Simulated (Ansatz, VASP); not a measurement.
**Al in VASP and in Ansatz**

The input INCAR:

```
ALGO = Normal ; EDIFF = 1E-7
ENCUT = 520 ; GGA = PE
ISIF = 2 ; ISMEAR = -1
LASPH = True ; LCHARG = True
LELF = True ; LREAL = False
LVHAR = True ; LWAVE = False
NBANDS = 10 ; NELM = 60
PREC = Accurate ; SIGMA = 0.05
```

KPOINTS

```
k-points
0
Gamma
  12 12 12
```

Contents of POSCAR:

```
Al
1.0
    0.0000000000      2.8081210015      2.8081210015
    2.8081210015      0.0000000000      2.8081210015
    2.8081210015      2.8081210015      0.0000000000
Al
2
Direct
   -0.1250000000     -0.1250000000     -0.1250000000
    0.1250000000      0.1250000000      0.1250000000
```

Input for Ansatz:

```yaml
crystal:
  lattice:
    - [0.0, 2.8081210015, 2.8081210015]
    - [2.8081210015, 0.0, 2.8081210015]
    - [2.8081210015, 2.8081210015, 0.0]
  atoms:
    - { symbol: Al, position: [-0.125, -0.125, -0.125] }
    - { symbol: Al, position: [0.125, 0.125, 0.125] }
kpoints:
  mp_grid: { grid: [12, 12, 12] }
scf:
  occupations: { method: fermi_dirac, width: 0.05 }
hamiltonian:
  xc: pbe
  pseudopotentials: { kind: paw }
output:
  forces: true
  stress: true
  eigenvalues: true
  populations: true
```

Change from the starting cell: volume scaled by 0.8, PAW files.

Alike in both runs: task single point; functional PBE; k mesh 12 × 12 × 12; occupations fermi-dirac, width 0.05 eV; no spin polarisation.

|  | VASP | Ansatz |
| --- | --- | --- |
| version | VASP 6.6.1 | Ansatz 0.2.0 |
| potentials or method | VASP PAW PBE potentials, release 64 (Al) | PAW with Ansatz's default frozen-core files, scalar-relativistic |
| plane-wave cutoff (eV) | 520 | 420 |
| valence electrons in the cell | 6 | 6 |

|  | VASP | Ansatz | Ansatz less VASP |
| --- | --- | --- | --- |
| pressure (GPa) | 13.0 | 13.0 | +0.01 |

With one functional, cell and mesh, what is left measures potentials, basis and numerics.
